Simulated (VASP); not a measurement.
A run of VASP 6.6.1:

File INCAR:

```
ALGO     = Fast           # electronic algorithm
EDIFF    = 1E-7           # SCF threshold, eV
ENCUT    = 520            # plane-wave cutoff, eV
GGA      = PE             # functional
ISIF     = 2              # what is computed and relaxed
ISMEAR   = 0              # smearing method
LASPH    = True           # aspherical terms in the spheres
LCHARG   = False          # write CHGCAR
LREAL    = False          # projectors in reciprocal space
LWAVE    = False          # write WAVECAR
NBANDS   = 50             # bands
NELM     = 100            # most SCF steps
PREC     = Accurate       # precision mode
SIGMA    = 0.1            # smearing width, eV
```

File KPOINTS:

```
k-points
0
Gamma
  8 8 8
```

Contents of POSCAR:

```
TlPb2
1.0
    0.0000000000      4.6850505000      4.6850505000
    4.6850505000      0.0000000000      4.6850505000
    4.6850505000      4.6850505000      0.0000000000
Tl Pb
2 4
Direct
    0.0000000000      0.0000000000      0.0000000000
    0.2500000000      0.2500000000      0.2500000000
    0.6250000000      0.6250000000      0.6250000000
    0.1250000000      0.6250000000      0.6250000000
    0.6250000000      0.1250000000      0.6250000000
    0.6250000000      0.6250000000      0.1250000000
```

Potentials or basis: VASP PAW PBE potentials, release 64 (Tl_d, Pb_d).

Run with:

```sh
$ cat potpaw_PBE.64/Tl_d/POTCAR potpaw_PBE.64/Pb_d/POTCAR > POTCAR
$ mpirun -np 1 vasp_std > vasp.out
```

Hardware: 1 thread of AMD EPYC 9R45 96-Core Processor (Zen 5), on a shared host.

Task: Estimate the wall time of this run.

Result: Run time: 4.3 min on 1 thread of AMD EPYC 9R45 96-Core Processor (Zen 5) (shared host), peak memory 0.45 GiB. Counts: scf iterations 16, k points 29.
